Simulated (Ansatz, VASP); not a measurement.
CO2 in VASP and in Ansatz

```
CELL_PARAMETERS angstrom
4.05283 0.00000 0.00000
0.00000 4.05304 0.00000
0.00000 0.00000 2.72530
ATOMIC_POSITIONS crystal
C 0.50000 0.50000 0.50000
C 0.00000 0.00000 0.00000
O 0.30586 0.30596 0.00000
O 0.80586 0.19404 0.50000
O 0.19414 0.80596 0.50000
O 0.69414 0.69404 0.00000
```

Alike in both runs: task single point; functional r2SCAN; k mesh 4 × 4 × 6; occupations gaussian, width 0.1 eV; no spin polarisation.

|  | VASP | Ansatz |
| --- | --- | --- |
| version | VASP 6.6.1 | Ansatz 0.2.0 |
| potentials or method | VASP PAW PBE potentials, release 64 (C, O), cutoff 660 eV | scalar-relativistic, plane waves, PAW |
| valence electrons in the cell | 32 | 32 |

|  | VASP | Ansatz | Ansatz less VASP |
| --- | --- | --- | --- |
| gap on the k mesh at the Fermi level (eV) | 0.20 | 0.21 | +0.007 |
| least direct gap on the mesh (eV) | 0.42 | 0.42 | +0.002 |
| rms of the force components (eV/Å) | 0.295 | 0.300 | +0.0046 |

VASP's potentials were made for PBE, not for r2SCAN. Atom by atom the forces differ by 0.005 eV/Å (rms over components). With one functional, cell and mesh, what is left measures potentials, basis and numerics.
